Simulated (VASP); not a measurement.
Runs of VASP 6.6.1 on W. The structure is that of space group Im-3m (No. 229), or close to it. The cells are those of the table. 

```csv
cell,cutoff (eV),gap on the mesh (eV),pressure (GPa)
"a = 2.732, b = 2.732, c = 3.114 Å, angles 55.3, 55.3, 69.5°, 1 atom",520,none,(b)
"a = 2.716, b = 2.716, c = 3.151 Å, angles 54.6, 54.6, 70.9°, 1 atom",500,none,1.6
"a = 2.748, b = 2.748, c = 3.240 Å, angles 53.9, 53.9, 72.2°, 1 atom",520,none,-8.1
"a = 2.702, b = 2.702, c = 3.080 Å, angles 55.3, 55.3, 69.5°, 1 atom",520,none,7.6
"a = 2.704, b = 2.704, c = 3.188 Å, angles 53.9, 53.9, 72.2°, 1 atom",520,none,8.1
"a = 2.746, b = 2.746, c = 3.185 Å, angles 54.6, 54.6, 70.9°, 1 atom",520,none,-8.6
"a = 2.687, b = 2.687, c = 3.063 Å, angles 55.3, 55.3, 69.5°, 1 atom",520,none,14.0
"a = 2.733, b = 2.733, c = 3.223 Å, angles 53.9, 53.9, 72.2°, 1 atom",520,none,-3.1
"a = 2.702, b = 2.702, c = 3.134 Å, angles 54.6, 54.6, 70.9°, 1 atom",520,none,7.4
"a = 2.689, b = 2.689, c = 3.170 Å, angles 53.9, 53.9, 72.2°, 1 atom",520,none,14.4
"a = 2.731, b = 2.731, c = 3.168 Å, angles 54.6, 54.6, 70.9°, 1 atom",520,none,-3.7
"a = 2.687, b = 2.687, c = 3.116 Å, angles 54.6, 54.6, 70.9°, 1 atom",520,none,(a)
```

Alike in all rows: task single point; level LDA; potentials or basis VASP PAW LDA potentials, release 64 (W_sv); no spin polarisation; k mesh 22 × 22 × 22; smearing gaussian 0.15 eV.

Q: Fill in the values left out.

A: (a) 13.7; (b) -3.5.

Caveats: spin-orbit coupling is left out, which moves the levels of the heavy elements; the cell stands under pressure (at least some runs); the cell stands under tension (at least some runs).

A k mesh can miss the band edges, and the runs leave out spin-orbit coupling on W.

A gap of «none» marks levels without a gap at the run's occupations.
